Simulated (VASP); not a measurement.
# SrTiO3 (C2/m) in VASP: notebook, part 3 of 3

VASP 6.6.1. The steps go on from the part before.

**5. Single point, PBE**

This run uses another cell than the first one, of 12.54 Å³/atom.

The input, INCAR:

```
PREC     = Accurate       # precision mode
ENCUT    = 520            # plane-wave cutoff, eV
EDIFF    = 1E-6           # SCF threshold, eV
ISMEAR   = 0              # smearing method
SIGMA    = 0.05           # smearing width, eV
LREAL    = F              # projectors in reciprocal space
LASPH    = T              # aspherical terms in the spheres
NELM     = 60             # most SCF steps
ALGO     = Normal         # electronic algorithm
ISIF     = 2              # what is computed and relaxed
LWAVE    = F              # write WAVECAR
LCHARG   = F              # write CHGCAR
GGA      = PE             # functional
NBANDS   = 51             # bands
```

The input, KPOINTS:

```
Automatic mesh
0
Gamma
  8 8 8
```

The input, POSCAR:

```
SrTiO3
1.0
   -2.7155841018      2.8209617236      3.9861946828
    2.8209617236     -2.7155841018      3.9861946828
    2.7897454290      2.7897454290     -3.9120333556
Sr Ti O
2 2 6
Direct
    0.7500000000      0.2500000000      0.5000000000
    0.2500000000      0.7500000000      0.5000000000
    0.0000000000      0.0000000000      0.0000000000
    0.5000000000      0.5000000000      0.0000000000
    0.2500000000      0.2500000000      0.0000000000
    0.7500000000      0.7500000000      0.0000000000
    0.7280787197      0.2280787197      0.9561574394
    0.2280787197      0.2719212803      0.5000000000
    0.2719212803      0.7719212803      0.0438425606
    0.7719212803      0.7280787197      0.5000000000
```

Potentials or basis: VASP PAW PBE potentials, release 64 (Sr_sv, Ti_sv, O).

Run with:

```bash
> cat potpaw_PBE.64/Sr_sv/POTCAR potpaw_PBE.64/Ti_sv/POTCAR potpaw_PBE.64/O/POTCAR > POTCAR
> mpirun -np 1 vasp_std > vasp.out
```

OUTCAR:

```text
PREC = Accurate
   ENCUT = 520
   EDIFF = 1E-6
   ISMEAR = 0
   LREAL = F
   LASPH = T
   NELM = 60
   ISIF = 2
   GGA = PE

 ion  position               nearest neighbor table
   1  0.750  0.250  0.500-   7 2.66   8 2.68  10 2.68   9 2.76   5 2.81   6 2.81   6 2.81   5 2.81
                             7 2.90   8 2.92  10 2.92   9 3.01   4 3.40   3 3.40   4 3.40   3 3.40
   2  0.250  0.750  0.500-   9 2.66   8 2.68  10 2.68   7 2.76   5 2.81   6 2.81   5 2.81   6 2.81
                             9 2.90   8 2.92  10 2.92   7 3.01   4 3.40   3 3.40   4 3.40   3 3.40
   3  0.000  0.000  0.000-   7 1.97   9 1.97   5 1.99   6 1.99   8 2.02  10 2.02   1 3.40   1 3.40
                             2 3.40   2 3.40   1 3.48   2 3.48   1 3.48   2 3.48
   4  0.500  0.500  0.000-   7 1.97   9 1.97   5 1.99   6 1.99  10 2.02   8 2.02   1 3.40   1 3.40
                             2 3.40   2 3.40   2 3.48   1 3.48   2 3.48   1 3.48
   5  0.250  0.250  0.000-   3 1.99   4 1.99   1 2.81   2 2.81   2 2.81   1 2.81
   6  0.750  0.750  0.000-   3 1.99   4 1.99   1 2.81   2 2.81   1 2.81   2 2.81
   7  0.728  0.228  0.956-   3 1.97   4 1.97   1 2.66   2 2.76   1 2.90   2 3.01
   8  0.228  0.272  0.500-   4 2.02   3 2.02   1 2.68   2 2.68   1 2.92   2 2.92
   9  0.272  0.772  0.044-   3 1.97   4 1.97   2 2.66   1 2.76   2 2.90   1 3.01
  10  0.772  0.728  0.500-   3 2.02   4 2.02   1 2.68   2 2.68   1 2.92   2 2.92

  LATTYP: Found a base centered monoclinic cell.
 ALAT       =     7.9737821066
 B/A-ratio  =     0.9819503581
 C/A-ratio  =     0.6967860988
 COS(beta)  =    -0.6907127516

  Lattice vectors:

 A1 = (  -2.7155841018,   2.8209617236,   3.9861946828)
 A2 = (   2.8209617236,  -2.7155841018,   3.9861946828)
 A3 = (   2.7897454290,   2.7897454290,  -3.9120333556)

Analysis of symmetry for initial positions (statically):
=====================================================================
 Subroutine PRICEL returns:
 Original cell was already a primitive cell.

 Routine SETGRP: Setting up the symmetry group for a
 base centered monoclinic supercell.

 Subroutine GETGRP returns: Found  4 space group operations
 (whereof  2 operations were pure point group operations)
 out of a pool of  4 trial point group operations.

The static configuration has the point symmetry S_2 .
 The point group associated with its full space group is C_2h.

Analysis of symmetry for dynamics (positions and initial velocities):
=====================================================================
 Subroutine PRICEL returns:
 Original cell was already a primitive cell.

 Routine SETGRP: Setting up the symmetry group for a
 base centered monoclinic supercell.

 Subroutine GETGRP returns: Found  4 space group operations
 (whereof  2 operations were pure point group operations)
 out of a pool of  4 trial point group operations.

The dynamic configuration has the point symmetry S_2 .
 The point group associated with its full space group is C_2h.

 Subroutine INISYM returns: Found  4 space group operations
 (whereof  2 operations are pure point group operations),
 and found     1 'primitive' translations

----------------------------------------------------------------------------------------

                                     Primitive cell

  volume of cell :     125.4204

  direct lattice vectors                    reciprocal lattice vectors
[... 87 lines left out ...]
   total plane-waves  NPLWV =  74088
   dimension x,y,z NGX =    42 NGY =   42 NGZ =   42
   dimension x,y,z NGXF=    84 NGYF=   84 NGZF=   84
   ions per type =               2   2   6
   NGX,Y,Z   is equivalent  to a cutoff of  12.50, 12.50, 12.57 a.u.
   NGXF,Y,Z  is equivalent  to a cutoff of  24.99, 24.99, 25.13 a.u.
 SYSTEM =  unknown system
   PREC   = accura    normal or accurate (medium, high low for compatibility)
   ISTART =      0    job   : 0-new  1-cont  2-samecut
   ICHARG =      2    charge: 1-file 2-atom 10-const
   ISPIN  =      1    spin polarized calculation?
   LNONCOLLINEAR =      F non collinear calculations
   LSORBIT =      F    spin-orbit coupling
   LASPH  =      T    aspherical Exc in radial PAW
   ENCUT  =  520.0 eV  38.22 Ry    6.18 a.u.  10.39 10.39 10.33*2*pi/ulx,y,z
   NELM   =     60;   NELMIN=  2; NELMDL= -5     # of ELM steps
   EDIFF  = 0.1E-05   stopping-criterion for ELM
   LREAL  =      F    real-space projection
   EDIFFG = 0.1E-04   stopping-criterion for IOM
   NSW    =      0    number of steps for IOM
   IBRION =     -1    ionic relax: 0-MD 1-quasi-New 2-CG
   NFREE  =      0    steps in history (QN), initial steepest desc. (CG)
   ISIF   =      2    stress and relaxation
   ISYM   =      2    0-nonsym 1-usesym 2-fastsym
   POTIM  = 0.5000    time-step for ionic-motion
   TEBEG  =    0.0;   TEEND  =   0.0 temperature during run
   PSTRESS=    0.0 pullay stress
   NELECT =      80.0000    total number of electrons
   NUPDOWN=      -1.0000    fix difference up-down
   EMIN   =  10.00;   EMAX   =-10.00  energy-range for DOS
   EFERMI =   0.00;   METHOD = LEGACY
   ISMEAR =     0;   SIGMA  =   0.05  broadening in eV -4-tet -1-fermi 0-gaus
   EFERMI_NEDOS =   21; number of points for ismear=-14 and -15
   IALGO  =     38    algorithm
   IMIX   =      4    mixing-type and parameters
     AMIX     =   0.40;   BMIX     =  1.00
     AMIX_MAG =   1.60;   BMIX_MAG =  1.00
  volume/ion in A,a.u.               =      12.54        84.64
  Fermi-wavevector in a.u.,A,eV,Ry     =   1.409231  2.663060 27.020241  1.985932
  Thomas-Fermi vector in A             =   2.531308
   LORBIT       =      0    0 simple, 1 ext, 2 COOP (PROOUT), +10 PAW based schemes
   GGA     = PE    functional components
   LHFCALC =     F    Hartree Fock is set to
   AEXX    =    0.0000 exact exchange contribution
   IVDW    =     0    specifies the selected vdW correction
   LEPSILON=     F    determine dielectric tensor
   LRPA    =     F    only Hartree local field effects (RPA)
 non-spin polarized calculation
 Gauss-broadening in eV      SIGMA  =   0.05
  energy-cutoff  :      520.00
  volume of cell :      125.42
 maximum number of plane-waves:      3403
 NGX is ok and might be reduce to    42
   NGX = 21   NGY = 21   NGZ = 21

 number of electron      80.0000014 magnetization

 Free energy of the ion-electron system (eV)
  ---------------------------------------------------
  ext. energy  EPLUGINS =         0.00000000
  ---------------------------------------------------
  free energy    TOTEN  =       -80.09291368 eV

  energy without entropy =      -80.09291368  energy(sigma->0) =      -80.09291368

 E-fermi :   3.9780     XC(G=0): -10.9996

 val. band max:        3.6840048175   @ k =   0.0000   0.0000   0.1250
 cond. band min:       5.4515836543   @ k =   0.0000   0.0000   0.0000
 fundamental gap:      1.7675788368
 Fermi energy:         3.9780123920

 k-point     1 :       0.0000    0.0000    0.0000
  band No.  band energies     occupation
      1     -52.9797      2.00000
      2     -52.9763      2.00000
      3     -29.2583      2.00000
      4     -29.2492      2.00000
      5     -29.2171      2.00000
      6     -29.2051      2.00000
[... 1285 lines left out ...]
     50      10.2197      0.00000
     51      10.5347      0.00000

 [... further k-points ...]

------------------------ aborting loop because EDIFF is reached ----------------------------------------

  FORCE on cell =-STRESS in cart. coord.  units (eV):
  Direction    XX          YY          ZZ          XY          YZ          ZX
  --------------------------------------------------------------------------------------
  -------------------------------------------------------------------------------------
  Total       -3.0353482     -3.0353482     -3.2261045     -1.9767828     -2.2075308     -2.2075310
  in kB      -38.7749348    -38.7749348    -41.2117437    -25.2523326    -28.2000142    -28.2000169
  external PRESSURE =     -39.5872044 kB  Pullay stress =       0.0000000 kB

 VOLUME and BASIS-vectors are now :
 -----------------------------------------------------------------------------
  energy-cutoff  :      520.00
  volume of cell :      125.42
      direct lattice vectors                 reciprocal lattice vectors
    -2.715584102  2.820961724  3.986194683    -0.003962776  0.176655254  0.123150292
     2.820961724 -2.715584102  3.986194683     0.176655254 -0.003962776  0.123150292
     2.789745429  2.789745429 -3.912033356     0.175966249  0.175966249 -0.004651781

 POSITION                                       TOTAL-FORCE (eV/Angst)
 -----------------------------------------------------------------------------------
      0.06343      2.83170      2.03018        -0.035946     -0.035946     -0.021167
      2.83170      0.06343      2.03018         0.035946      0.035946      0.021167
      0.00000      0.00000      0.00000         0.000000      0.000000     -0.000000
      0.05269      0.05269      3.98619         0.000000      0.000000     -0.000000
      0.02634      0.02634      1.99310         0.004551     -0.004551      0.000000
      0.07903      0.07903      5.97929        -0.004551      0.004551      0.000000
      1.33368      4.10195      0.07091         0.014444      0.014444     -0.025086
      1.54259      1.29985      0.03708        -0.016965      0.016965      0.000000
      1.56144     -1.20683      3.98945        -0.014444     -0.014444      0.025086
      1.35254      1.59527      4.02328         0.016965     -0.016965      0.000000
 -----------------------------------------------------------------------------------
    total drift:                               -0.000000      0.000000      0.000000

  FREE ENERGIE OF THE ION-ELECTRON SYSTEM (eV)
  ---------------------------------------------------
  free  energy   TOTEN  =       -80.0929136791 eV

  energy  without entropy=      -80.0929136791  energy(sigma->0) =      -80.09291368
```

It took 17 min on 1 thread of AMD EPYC 9755, shared host; peak memory 0.77 GiB.

What came out:

```
Free energy            : -80.0929 eV
Pressure               : -4.0 GPa
Largest force          : 0.055 eV/Å
Band gap on the k mesh : 1.77 eV
```

Forces in eV/Å, atoms in the order of the input:
```
Sr  -0.036 -0.036 -0.021
Sr   0.036  0.036  0.021
Ti   0.000  0.000  0.000
Ti   0.000  0.000  0.000
O    0.005 -0.005  0.000
O   -0.005  0.005  0.000
O    0.014  0.014 -0.025
O   -0.017  0.017  0.000
O   -0.014 -0.014  0.025
O    0.017 -0.017  0.000
```

Caveat: the cell stands under tension. A k mesh can miss the band edges.

**6. Single point, PBE**

This run uses another cell than the first one, of 12.55 Å³/atom.

The input, INCAR:

```
PREC     = Accurate       # precision mode
ENCUT    = 520            # plane-wave cutoff, eV
EDIFF    = 1E-6           # SCF threshold, eV
ISMEAR   = 0              # smearing method
SIGMA    = 0.05           # smearing width, eV
LREAL    = False          # projectors in reciprocal space
LASPH    = True           # aspherical terms in the spheres
NELM     = 60             # most SCF steps
ALGO     = Normal         # electronic algorithm
ISIF     = 2              # what is computed and relaxed
LWAVE    = False          # write WAVECAR
LCHARG   = False          # write CHGCAR
GGA      = PE             # functional
NBANDS   = 51             # bands
```

The input, KPOINTS:

```
regular mesh
0
Gamma
  8 8 8
```

POSCAR, as its differences from that of step 5:

```diff
@@ -2,5 +2,5 @@
 1.0
-   -2.7155841018      2.8209617236      3.9861946828
-    2.8209617236     -2.7155841018      3.9861946828
-    2.7897454290      2.7897454290     -3.9120333556
+   -2.8500702059      2.7975787314      3.9861946828
+    2.7975787314     -2.8500702059      3.9861946828
+    2.8131284212      2.8131284212     -4.0231364675
 Sr Ti O
```

Potentials or basis: VASP PAW PBE potentials, release 64 (Sr_sv, Ti_sv, O).

Run with:

```bash
> cat potpaw_PBE.64/Sr_sv/POTCAR potpaw_PBE.64/Ti_sv/POTCAR potpaw_PBE.64/O/POTCAR > POTCAR
> mpirun -np 1 vasp_std > vasp.out
```

Run time: 35 min. Hardware: 1 thread of Oxide Virtual Turin-like, shared host; peak memory 0.79 GiB.

Results (log left out):

| Quantity | Value |
| --- | --- |
| Free energy | -80.1544 eV |
| Pressure | -4.2 GPa |
| Largest force | 0.033 eV/Å |
| Band gap on the k mesh | 1.79 eV |

Forces in eV/Å, atoms in the order of the input:
```
Sr   0.020  0.020  0.017
Sr  -0.020 -0.020 -0.017
Ti   0.000  0.000  0.000
Ti   0.000  0.000  0.000
O   -0.001  0.001  0.000
O    0.001 -0.001  0.000
O    0.018  0.018  0.017
O   -0.012  0.012  0.000
O   -0.018 -0.018 -0.017
O    0.012 -0.012  0.000
```

Stress tensor (GPa, compression positive):
```
-4.12  1.26  1.41
 1.26 -4.12  1.41
 1.41  1.41 -4.22
```

Levels at points of the mesh, in eV from the valence-band top:
```tsv
k point	band 38	band 39	band 40	band 41	band 42	band 43
(0.00, 0.00, 0.00)	-0.12	-0.03	0.00	1.79	1.83	1.85
(0.50, 0.00, 0.00)	-0.77	-0.56	-0.55	3.10	3.13	3.18
(0.50, 0.50, 0.00)	-0.77	-0.60	-0.04	1.94	3.42	3.45
(0.00, 0.00, 0.50)	-0.71	-0.70	-0.08	1.93	3.41	3.52
(0.50, 0.00, 0.50)	-0.69	-0.55	-0.52	3.13	3.14	3.15
(0.50, 0.50, 0.50)	-0.65	-0.65	-0.09	1.96	3.40	3.45
```

Caveat: the cell stands under tension.

**7. The runs side by side**

| cell | gap on the mesh (eV) | pressure (GPa) | largest force (eV/Å) |
| --- | --- | --- | --- |
| a = 5.717, b = 5.717, c = 5.701 Å, angles 119.9, 119.9, 89.4°, 10 atoms | 1.69 | -11.9 | 0.05 |
| a = 5.661, b = 5.661, c = 5.646 Å, angles 119.8, 119.8, 89.4°, 10 atoms | 1.75 | -8.3 | 0.04 |
| a = 5.587, b = 5.587, c = 5.602 Å, angles 120.5, 120.5, 90.1°, 10 atoms | 1.85 | 0.7 | 0.04 |
| a = 5.588, b = 5.588, c = 5.556 Å, angles 119.5, 119.5, 89.0°, 10 atoms | 1.77 | -4.0 | 0.06 |
| a = 5.643, b = 5.643, c = 5.658 Å, angles 120.5, 120.5, 90.1°, 10 atoms | 1.79 | -4.2 | 0.03 |

Alike in all rows: task single point; level PBE; potentials or basis VASP PAW PBE potentials, release 64 (Sr_sv, Ti_sv, O); no spin polarisation; k mesh 8 × 8 × 8; cutoff (eV) 520; smearing gaussian 0.05 eV.

Caveats: the cell stands under tension (at least some runs).

Absolute energies hang on the potentials; compare differences alone.
